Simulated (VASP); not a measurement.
Wanted: the native input for a VASP 6.6.1 run.

| Item | Value |
| --- | --- |
| Task | single point |
| Functional | PBEsol |
| Potentials or basis | VASP PAW PBE potentials, release 64 (Sn_d, O) |
| Cutoff | 520 eV |
| k mesh | 12 × 12 × 10 |
| Occupations | gaussian, width 0.15 eV |
| Spin | no spin polarisation |
| Dipole correction | no |
| Further INCAR settings | ALGO = Normal; EDIFF = 1e-07; NBANDS = 28 |

The structure of SnO lies in POSCAR:

```
SnO
1.0
    3.8020000000      0.0332675000      0.0000000000
    0.0332675000      3.8020000000      0.0000000000
    0.0000000000      0.0000000000      4.8360000000
Sn O
2 2
Direct
    0.0000000000      0.5000000000      0.2385000000
    0.5000000000      0.0000000000      0.7615000000
    0.0000000000      0.0000000000      0.0000000000
    0.5000000000      0.5000000000      0.0000000000
```

This cell differs from its parent crystal: strain +0.0175 x Voigt [0, 0, 0, 0, 0, 1].

One way to write it, as run:

INCAR

```
SYSTEM = SnO
PREC     = Accurate       ! precision mode
ENCUT    = 520            ! plane-wave cutoff, eV
EDIFF    = 1E-7           ! SCF threshold, eV
ISMEAR   = 0              ! smearing method
SIGMA    = 0.15           ! smearing width, eV
LREAL    = .FALSE.        ! projectors in reciprocal space
LASPH    = .TRUE.         ! aspherical terms in the spheres
NELM     = 100            ! most SCF steps
ALGO     = Normal         ! electronic algorithm
ISIF     = 2              ! what is computed and relaxed
LWAVE    = .FALSE.        ! write WAVECAR
LCHARG   = .FALSE.        ! write CHGCAR
GGA      = PS             ! functional
NBANDS   = 28             ! bands
```

KPOINTS

```
Automatic mesh
0
G
  12 12 10
  0 0 0
```

Potentials or basis: VASP PAW PBE potentials, release 64 (Sn_d, O).

The run is started by

```console
$ cat potpaw_PBE.64/Sn_d/POTCAR potpaw_PBE.64/O/POTCAR > POTCAR
$ mpirun -np 1 vasp_std > vasp.out
```

Results of the run:

```json
{
  "Pressure": "0.2 GPa",
  "Largest force": "0.147 eV/Å",
  "Band gap on the k mesh": "zero (bands 20 and 21 overlap by 0.02 eV)"
}
```

Caveat: the cell differs from its parent crystal (strain +0.0175 x Voigt [0, 0, 0, 0, 0, 1]); semilocal functionals underestimate gaps, so a narrow gap can read as zero; the PAW data sets were made with another functional, which shifts forces and pressure a little; spin-orbit coupling is left out, which moves the levels of the heavy elements.

Wall time 8.1 min on 1 thread of Intel Xeon 8259CL, on a shared host, peak memory 0.49 GiB.
